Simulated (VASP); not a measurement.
Runs of VASP 6.6.1 on SiO2. The structure is that of space group P4_2/mnm (No. 136), or close to it. The cells are those of the table. 

```tsv
cell	gap on the mesh (eV)	pressure (GPa)	largest force (eV/Å)
a = 4.268, b = 4.268, c = 2.932 Å, 6 atoms	(a)	-26.1	0.17
a = 4.141, b = 4.141, c = 2.932 Å, 6 atoms	(c)	-13.5	0.60
a = 4.141, b = 4.141, c = 2.528 Å, 6 atoms	7.14	43.5	0.78
a = 4.363, b = 4.363, c = 2.771 Å, 6 atoms	3.57	(b)	0.54
a = 4.109, b = 4.109, c = 2.367 Å, 6 atoms	8.74	94.5	1.81
```

Alike in all rows: task single point; level PBE; potentials or basis VASP PAW PBE potentials, release 64 (Si, O); no spin polarisation; k mesh 6 × 6 × 8; cutoff (eV) 520; smearing gaussian 0.05 eV.

Estimate the missing entries.

(a) 3.06; (b) -21.7; (c) 3.89.

Caveats: the cell stands under tension (at least some runs); the cell stands under pressure (at least some runs); forces of over 1 eV/Å act on the atoms, so gaps and moduli don't describe the material at rest (at least some runs).

A k mesh can miss the band edges.
